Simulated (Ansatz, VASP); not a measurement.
# One calculation of LiNbO3, two programs

```
CELL_PARAMETERS angstrom
2.57580 1.48714 4.62300
-2.57580 1.48714 4.62300
0.00000 -2.97428 4.62300
ATOMIC_POSITIONS crystal
Li 0.28150 0.28150 0.28150
Li 0.78150 0.78150 0.78150
Nb 0.00006 0.00006 0.00006
Nb 0.50006 0.50006 0.50006
O 0.11231 0.35836 0.71959
O 0.71959 0.11231 0.35836
O 0.35836 0.71959 0.11231
O 0.21959 0.85836 0.61231
O 0.85836 0.61231 0.21959
O 0.61231 0.21959 0.85836
```

Alike in both runs: task single point; functional PBE; k mesh 3 × 3 × 3; occupations gaussian, width 0.02 eV; no spin polarisation.

|  | VASP | Ansatz |
| --- | --- | --- |
| version | VASP 6.6.1 | Ansatz 0.2.0 |
| potentials or method | VASP PAW PBE potentials, release 64 (Li_sv, Nb_sv, O), cutoff 750 eV | scalar-relativistic, plane waves, PAW |
| valence electrons in the cell | 68 | 68 |

|  | VASP | Ansatz | Ansatz less VASP |
| --- | --- | --- | --- |
| gap on the k mesh at the Fermi level (eV) | 3.61 | 3.62 | +0.010 |
| least direct gap on the mesh (eV) | 3.61 | 3.62 | +0.010 |
| pressure (GPa) | 4.1 | 4.6 | +0.53 |
| traceless stress, the component that is largest in VASP (GPa) | -0.10 | -0.12 | -0.024 |
| rms of the force components (eV/Å) | 0.090 | 0.093 | +0.0027 |

Atom by atom the forces differ by 0.008 eV/Å (rms over components). With one functional, cell and mesh, what is left measures potentials, basis and numerics.

The k mesh is coarse, so the values compare programs but aren't converged.
